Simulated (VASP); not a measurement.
Crystal: Si3Sn.

```xyz
4
Lattice="2.0239 1.1685 6.6337 -2.0239 1.1685 6.6337 0.0000 -2.3370 6.6337" Properties=species:S:1:pos:R:3 pbc="T T T"
Si    2.0239    1.1685    6.7557
Si    0.0000    0.0000    9.8149
Si    0.0000    0.0000    7.4697
Sn    0.0000    0.0000   17.4200
```

Base run:

```yaml
Program: VASP 6.6.1
Functional: r2SCAN
Potentials_or_basis: VASP PAW PBE potentials, release 64 (Si, Sn_d)
Cutoff: 520 eV
k_mesh: 6 × 6 × 6
Occupations: gaussian, width 0.01 eV
Spin: no spin polarisation
```

Its results: band gap on the k mesh 0.40 eV, indirect (least direct gap 0.63 eV); pressure -0.2 GPa; largest force 0.004 eV/Å.

Question: The run is repeated on the same cell with these changes: functional from r2SCAN to PBE; further incar settings from ALGO = Normal; EDIFF = 1e-06; NBANDS = 21 to ALGO = Normal; EDIFF = 1e-07; NBANDS = 21. What comes out?

Answer: Band gap on the k mesh 0.20 eV, indirect (least direct gap 0.35 eV); pressure 1.4 GPa; largest force 0.064 eV/Å.

Caveats: spin-orbit coupling is left out, which moves the levels of the heavy elements; the PAW data sets were made with another functional, which shifts forces and pressure a little (some runs).

A k mesh can miss the band edges.
